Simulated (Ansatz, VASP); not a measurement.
**InO5 in VASP and in Ansatz**

```
CELL_PARAMETERS angstrom
0.00000 3.07651 3.07651
3.07651 0.00000 3.07651
3.07651 3.07651 0.00000
ATOMIC_POSITIONS crystal
In 0.00000 0.00000 0.00000
O 0.37559 0.87324 0.37559
O 0.37559 0.37559 0.87324
O 0.37559 0.37559 0.37559
O 0.87324 0.37559 0.37559
O 0.75000 0.75000 0.75000
```

Alike in both runs: task single point; functional PBE; k mesh 10 × 10 × 10; occupations tetrahedron; collinear spin.

|  | VASP | Ansatz |
| --- | --- | --- |
| version | VASP 6.6.1 | Ansatz 0.2.0 |
| potentials or method | VASP PAW PBE potentials, release 64 (In_d, O), cutoff 520 eV | scalar-relativistic, plane waves, PAW |
| valence electrons in the cell | 43 | 43 |

```csv
,VASP,Ansatz,Ansatz less VASP
gap on the k mesh at the Fermi level (eV),none,none,-
pressure (GPa),-0.1,0.1,+0.15
rms of the force components (eV/Å),0.010,0.007,-0.0026
net moment per atom (μB),0.49,0.49,0.000
size of the moment on the site where the two differ most (μB),1.04,1.21,+0.170
```

Site moments also hang on the region over which each program counts them. Atom by atom the forces differ by 0.003 eV/Å (rms over components). A gap of «none» marks a metal or a gap that the smearing closes. Ansatz's warnings: band table not solved further, stability check not made, tetrahedron derivatives may miss energy slope.
